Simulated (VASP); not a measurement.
# Hf (P6/mmm) in VASP: a series of runs

The runs below take Hf through single point, relaxation of cell and atoms, with PBEsol.

Everything below comes from runs of VASP 6.6.1. Logs are shortened: lines on timing, memory, paths and dates and some standing lists are left out, and cuts for length are marked.

**1. The cell of the first run**

It takes space group P6/mmm (No. 191, hexagonal). Conventional cell: a = 4.912 Å, b = 4.912 Å, c = 3.068 Å, α = 90.00°, β = 90.00°, γ = 120.00°. Hf (site symmetry -6m2) has 11 Hf at 2.84 to 3.22 Å within 3.7 Å. Hf (site symmetry 6/mmm) has 14 Hf at 3.07 to 3.22 Å within 4.0 Å.

**2. Single point, PBEsol**

Input file INCAR:

```
PREC = Accurate
ENCUT = 520
EDIFF = 1E-6
ISMEAR = -1
SIGMA = 0.1
LREAL = False
LASPH = True
NELM = 100
ALGO = Normal
ISIF = 2
LWAVE = False
LCHARG = True
GGA = PS
LELF = True
LVHAR = True
NBANDS = 22
```

Input file KPOINTS:

```
Automatic mesh
0
Gamma
  5 5 7
```

Input file POSCAR:

```
Hf
1.0
    4.9124370303      0.0000000000      0.0000000000
   -2.4562185152      4.2542952628      0.0000000000
    0.0000000000      0.0000000000      3.0683769991
Hf
3
Direct
    0.6666666667      0.3333333333      0.5000000000
    0.3333333333      0.6666666667      0.5000000000
    0.0000000000      0.0000000000      0.0000000000
```

Potentials or basis: VASP PAW PBE potentials, release 64 (Hf_pv).

Command:

```console
$ cat potpaw_PBE.64/Hf_pv/POTCAR > POTCAR
$ mpirun -np 1 vasp_std > vasp.out
```

OUTCAR:

```text
PREC = Accurate
   ENCUT = 520
   EDIFF = 1E-6
   ISMEAR = -1
   LREAL = False
   LASPH = True
   NELM = 100
   ISIF = 2
   GGA = PS

 ion  position               nearest neighbor table
   1  0.667  0.333  0.500-   2 2.84   2 2.84   2 2.84   3 3.22   3 3.22   3 3.22   3 3.22   3 3.22
                             3 3.22
   2  0.333  0.667  0.500-   1 2.84   1 2.84   1 2.84   3 3.22   3 3.22   3 3.22   3 3.22   3 3.22
                             3 3.22
   3  0.000  0.000  0.000-   1 3.22   2 3.22   1 3.22   2 3.22   1 3.22   1 3.22   2 3.22   2 3.22
                             1 3.22   1 3.22   2 3.22   2 3.22

  LATTYP: Found a hexagonal cell.
 ALAT       =     4.9124370303
 C/A-ratio  =     0.6246140114

  Lattice vectors:

 A1 = (   4.9124370303,   0.0000000000,   0.0000000000)
 A2 = (  -2.4562185152,   4.2542952628,   0.0000000000)
 A3 = (   0.0000000000,   0.0000000000,   3.0683769991)

Analysis of symmetry for initial positions (statically):
=====================================================================
 Subroutine PRICEL returns:
 Original cell was already a primitive cell.

 Routine SETGRP: Setting up the symmetry group for a
 hexagonal supercell.

 Subroutine GETGRP returns: Found 24 space group operations
 (whereof 24 operations were pure point group operations)
 out of a pool of 24 trial point group operations.

The static configuration has the point symmetry D_6h.

Analysis of symmetry for dynamics (positions and initial velocities):
=====================================================================
 Subroutine PRICEL returns:
 Original cell was already a primitive cell.

 Routine SETGRP: Setting up the symmetry group for a
 hexagonal supercell.

 Subroutine GETGRP returns: Found 24 space group operations
 (whereof 24 operations were pure point group operations)
 out of a pool of 24 trial point group operations.

The dynamic configuration has the point symmetry D_6h.

 Subroutine INISYM returns: Found 24 space group operations
 (whereof 24 operations are pure point group operations),
 and found     1 'primitive' translations

----------------------------------------------------------------------------------------

                                     Primitive cell

  volume of cell :      64.1259

  direct lattice vectors                    reciprocal lattice vectors
     4.912437030  0.000000000  0.000000000     0.203564950  0.117528279  0.000000000
    -2.456218515  4.254295263  0.000000000     0.000000000  0.235056558  0.000000000
     0.000000000  0.000000000  3.068376999     0.000000000  0.000000000  0.325905194

  length of vectors
     4.912437030  4.912437030  3.068376999     0.235056558  0.235056558  0.325905194

  position of ions in fractional coordinates (direct lattice)
     0.666666667  0.333333333  0.500000000
     0.333333333  0.666666667  0.500000000
     0.000000000  0.000000000  0.000000000

  ion indices of the primitive-cell ions
   primitive index   ion index
                 1           1
                 2           2
                 3           3

----------------------------------------------------------------------------------------

 KPOINTS: Automatic mesh

Automatic generation of k-mesh.
 Grid dimensions read from file:
 generate k-points for:    5    5    7

 Generating k-lattice:

  Cartesian coordinates                     Fractional coordinates (reciprocal lattice)
     0.040712990  0.023505656  0.000000000     0.200000000 -0.000000000  0.000000000
     0.000000000  0.047011312  0.000000000     0.000000000  0.200000000  0.000000000
     0.000000000  0.000000000  0.046557885     0.000000000  0.000000000  0.142857143

  Length of vectors
     0.047011312  0.047011312  0.046557885

  Shift w.r.t. Gamma in fractional coordinates (k-lattice)
     0.000000000  0.000000000  0.000000000

 Subroutine IBZKPT returns following result:
 ===========================================

 Found     20 irreducible k-points:

 Following reciprocal coordinates:
            Coordinates               Weight
  0.000000  0.000000  0.000000      1.000000
  0.200000  0.000000  0.000000      6.000000
  0.400000  0.000000  0.000000      6.000000
  0.200000  0.200000  0.000000      6.000000
  0.400000  0.200000  0.000000      6.000000
  0.000000  0.000000  0.142857      2.000000
[... 12 lines left out ...]
  0.200000  0.200000  0.428571     12.000000
  0.400000  0.200000  0.428571     12.000000
   k-points           NKPTS =     20   k-points in BZ     NKDIM =     20   number of bands    NBANDS=     22
   number of dos      NEDOS =    301   number of ions     NIONS =      3
   total plane-waves  NPLWV =  38400
   dimension x,y,z NGX =    40 NGY =   40 NGZ =   24
   dimension x,y,z NGXF=    80 NGYF=   80 NGZF=   48
   ions per type =               3
   NGX,Y,Z   is equivalent  to a cutoff of  13.54, 13.54, 13.00 a.u.
   NGXF,Y,Z  is equivalent  to a cutoff of  27.07, 27.07, 26.01 a.u.
 SYSTEM =  unknown system
   PREC   = accura    normal or accurate (medium, high low for compatibility)
   ISTART =      0    job   : 0-new  1-cont  2-samecut
   ICHARG =      2    charge: 1-file 2-atom 10-const
   ISPIN  =      1    spin polarized calculation?
   LNONCOLLINEAR =      F non collinear calculations
   LSORBIT =      F    spin-orbit coupling
   LASPH  =      T    aspherical Exc in radial PAW
   ENCUT  =  520.0 eV  38.22 Ry    6.18 a.u.   9.13  9.13  5.71*2*pi/ulx,y,z
   NELM   =    100;   NELMIN=  2; NELMDL= -5     # of ELM steps
   EDIFF  = 0.1E-05   stopping-criterion for ELM
   LREAL  =      F    real-space projection
   EDIFFG = 0.1E-04   stopping-criterion for IOM
   NSW    =      0    number of steps for IOM
   IBRION =     -1    ionic relax: 0-MD 1-quasi-New 2-CG
   NFREE  =      0    steps in history (QN), initial steepest desc. (CG)
   ISIF   =      2    stress and relaxation
   ISYM   =      2    0-nonsym 1-usesym 2-fastsym
   POTIM  = 0.5000    time-step for ionic-motion
   TEBEG  =    0.0;   TEEND  =   0.0 temperature during run
   PSTRESS=    0.0 pullay stress
   NELECT =      30.0000    total number of electrons
   NUPDOWN=      -1.0000    fix difference up-down
   EMIN   =  10.00;   EMAX   =-10.00  energy-range for DOS
   EFERMI =   0.00;   METHOD = LEGACY
   ISMEAR =    -1;   SIGMA  =   0.10  broadening in eV -4-tet -1-fermi 0-gaus
   EFERMI_NEDOS =   21; number of points for ismear=-14 and -15
   IALGO  =     38    algorithm
   IMIX   =      4    mixing-type and parameters
     AMIX     =   0.40;   BMIX     =  1.00
     AMIX_MAG =   1.60;   BMIX_MAG =  1.00
  volume/ion in A,a.u.               =      21.38       144.25
  Fermi-wavevector in a.u.,A,eV,Ry     =   1.270879  2.401613 21.975217  1.615133
  Thomas-Fermi vector in A             =   2.403842
   LORBIT       =      0    0 simple, 1 ext, 2 COOP (PROOUT), +10 PAW based schemes
   GGA     = PS    functional components
   LHFCALC =     F    Hartree Fock is set to
   AEXX    =    0.0000 exact exchange contribution
   IVDW    =     0    specifies the selected vdW correction
   LEPSILON=     F    determine dielectric tensor
   LRPA    =     F    only Hartree local field effects (RPA)
 non-spin polarized calculation
  energy-cutoff  :      520.00
  volume of cell :       64.13
 maximum number of plane-waves:      1739
 NGX is ok and might be reduce to    40
   NGX = 19   NGY = 19   NGZ = 11

 number of electron      30.0000004 magnetization

 Free energy of the ion-electron system (eV)
  ---------------------------------------------------
  ext. energy  EPLUGINS =         0.00000000
  ---------------------------------------------------
  free energy    TOTEN  =       -31.44403635 eV

  energy without entropy =      -31.36086741  energy(sigma->0) =      -31.40245188

 E-fermi :   4.8684     XC(G=0): -11.5988

 val. band max:        4.7421535880   @ k =   0.4000   0.2000   0.4286
 cond. band min:       4.9088924615   @ k =   0.4000   0.0000   0.1429
 fundamental gap:      0.1667388735
 Fermi energy:         4.8684354413

 k-point     1 :       0.0000    0.0000    0.0000
  band No.  band energies     occupation
      1     -25.7114      2.00000
      2     -25.7114      2.00000
      3     -25.6875      2.00000
      4     -25.6875      2.00000
      5     -25.2756      2.00000
      6     -25.0127      2.00000
[... 14 lines left out ...]
     21       7.7861      0.00000
     22       7.8176      0.00000

 k-point     2 :       0.2000    0.0000    0.0000
  band No.  band energies     occupation
      1     -25.8711      2.00000
      2     -25.8086      2.00000
      3     -25.5208      2.00000
      4     -25.4905      2.00000
      5     -25.2572      2.00000
      6     -25.0173      2.00000
[... 14 lines left out ...]
     21       7.5345      0.00000
     22       8.9297      0.00000

 k-point     3 :       0.4000    0.0000    0.0000
  band No.  band energies     occupation
      1     -25.9740      2.00000
      2     -25.7268      2.00000
      3     -25.4586      2.00000
      4     -25.4057      2.00000
      5     -25.2240      2.00000
      6     -25.0728      2.00000
[... 14 lines left out ...]
     21       8.6204      0.00000
     22       8.8183      0.00000

 k-point     4 :       0.2000    0.2000    0.0000
  band No.  band energies     occupation
      1     -25.8842      2.00000
      2     -25.8445      2.00000
      3     -25.5036      2.00000
      4     -25.3351      2.00000
      5     -25.2313      2.00000
      6     -25.0839      2.00000
[... 14 lines left out ...]
     21       8.3661      0.00000
     22       8.9981      0.00000

 k-point     5 :       0.4000    0.2000    0.0000
  band No.  band energies     occupation
      1     -25.9041      2.00000
      2     -25.7057      2.00000
      3     -25.6637      2.00000
      4     -25.2617      2.00000
      5     -25.2145      2.00000
      6     -25.1293      2.00000
[... 14 lines left out ...]
     21       7.6226      0.00000
     22       9.4091      0.00000

 k-point     6 :       0.0000    0.0000    0.1429
  band No.  band energies     occupation
      1     -25.6862      2.00000
      2     -25.6862      2.00000
      3     -25.6732      2.00000
      4     -25.6732      2.00000
      5     -25.3775      2.00000
      6     -25.1408      2.00000
[... 14 lines left out ...]
     21       7.4876      0.00000
     22       8.4136      0.00000

 k-point     7 :       0.2000    0.0000    0.1429
  band No.  band energies     occupation
      1     -25.8381      2.00000
      2     -25.7834      2.00000
      3     -25.5191      2.00000
      4     -25.4948      2.00000
      5     -25.3618      2.00000
      6     -25.1433      2.00000
[... 224 lines left out ...]
      6     -25.5770      2.00000
[... 14 lines left out ...]
     21      10.1401      0.00000
     22      10.9281      0.00000

 k-point    17 :       0.2000    0.0000    0.4286
  band No.  band energies     occupation
      1     -25.7955      2.00000
      2     -25.7308      2.00000
      3     -25.6585      2.00000
      4     -25.5577      2.00000
      5     -25.5557      2.00000
      6     -25.4708      2.00000
[... 14 lines left out ...]
     21       9.7912      0.00000
     22      10.1050      0.00000

 k-point    18 :       0.4000    0.0000    0.4286
  band No.  band energies     occupation
      1     -25.8600      2.00000
      2     -25.7929      2.00000
      3     -25.7048      2.00000
      4     -25.5436      2.00000
      5     -25.4932      2.00000
      6     -25.3817      2.00000
[... 14 lines left out ...]
     21       9.2068      0.00000
     22       9.3856      0.00000

 k-point    19 :       0.2000    0.2000    0.4286
  band No.  band energies     occupation
      1     -25.8875      2.00000
      2     -25.7704      2.00000
      3     -25.6342      2.00000
      4     -25.5732      2.00000
      5     -25.4657      2.00000
      6     -25.4155      2.00000
[... 14 lines left out ...]
     21       9.1093      0.00000
     22      10.5908      0.00000

 k-point    20 :       0.4000    0.2000    0.4286
  band No.  band energies     occupation
      1     -25.9440      2.00000
      2     -25.7740      2.00000
      3     -25.6754      2.00000
      4     -25.5432      2.00000
      5     -25.4202      2.00000
      6     -25.3619      2.00000
[... 14 lines left out ...]
     21       8.6096      0.00000
     22       9.9777      0.00000

------------------------ aborting loop because EDIFF is reached ----------------------------------------

  FORCE on cell =-STRESS in cart. coord.  units (eV):
  Direction    XX          YY          ZZ          XY          YZ          ZX
  --------------------------------------------------------------------------------------
  -------------------------------------------------------------------------------------
  Total       -0.1741336     -0.1741336     -0.1105090      0.0000000      0.0000000      0.0000000
  in kB       -4.3507076     -4.3507076     -2.7610544      0.0000000      0.0000000      0.0000000
  external PRESSURE =      -3.8208232 kB  Pullay stress =       0.0000000 kB

 VOLUME and BASIS-vectors are now :
 -----------------------------------------------------------------------------
  energy-cutoff  :      520.00
  volume of cell :       64.13
      direct lattice vectors                 reciprocal lattice vectors
     4.912437030  0.000000000  0.000000000     0.203564950  0.117528279  0.000000000
    -2.456218515  4.254295263  0.000000000     0.000000000  0.235056558  0.000000000
     0.000000000  0.000000000  3.068376999     0.000000000  0.000000000  0.325905194

 POSITION                                       TOTAL-FORCE (eV/Angst)
 -----------------------------------------------------------------------------------
      2.45622      1.41810      1.53419         0.000000      0.000000      0.000000
     -0.00000      2.83620      1.53419        -0.000000      0.000000      0.000000
      0.00000      0.00000      0.00000        -0.000000      0.000000      0.000000
 -----------------------------------------------------------------------------------
    total drift:                                0.000000     -0.000000      0.000000

  FREE ENERGIE OF THE ION-ELECTRON SYSTEM (eV)
  ---------------------------------------------------
  free  energy   TOTEN  =       -31.4440363546 eV

  energy  without entropy=      -31.3608674059  energy(sigma->0) =      -31.40245188
```

Run time: 17 s. Hardware: 1 thread of Intel Xeon 6975P-C, shared host; peak memory 0.19 GiB.

Results:

```
Free energy            : -31.4440 eV
Pressure               : -0.4 GPa
Band gap on the k mesh : zero (band 15 reaches 5.07 eV, above the bottom of band 16 at 4.31 eV)
```

Caveat: the PAW data sets were made with another functional, which shifts forces and pressure a little; spin-orbit coupling is left out, which moves the levels of the heavy elements.

(Part 1 of 2 ends here.)
